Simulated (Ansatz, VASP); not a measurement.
## One calculation of MnS, two programs

```
CELL_PARAMETERS angstrom
0.00000 2.54312 -2.54312
0.00000 2.54312 2.54312
5.08625 0.00000 0.00000
ATOMIC_POSITIONS crystal
Mn 0.00000 0.00000 0.00000
Mn 0.50000 0.50000 0.50000
S 0.00000 0.00000 0.50000
S 0.50000 0.50000 0.00000
```

Alike in both runs: task single point; functional PBE; k mesh 8 × 8 × 6; occupations gaussian, width 0.05 eV; collinear spin.

|  | VASP | Ansatz |
| --- | --- | --- |
| version | VASP 6.6.1 | Ansatz 0.2.0 |
| potentials or method | VASP PAW PBE potentials, release 64 (Mn_pv, S), cutoff 520 eV | scalar-relativistic, plane waves, PAW |
| valence electrons in the cell | 38 | 42 |

```tsv
	VASP	Ansatz	Ansatz less VASP
gap on the k mesh at the Fermi level (eV)	none	none	-
pressure (GPa)	1.2	1.2	-0.03
net moment per atom (μB)	2.27	2.27	-0.001
size of the moment on the site where the two differ most (μB)	4.13	4.05	-0.081
```

Site moments also hang on the region over which each program counts them. A gap of «none» marks a metal or a gap that the smearing closes. VASP's potentials hold 38 valence electrons a cell and Ansatz's 42, so a difference there can come from the potentials and not from the codes.
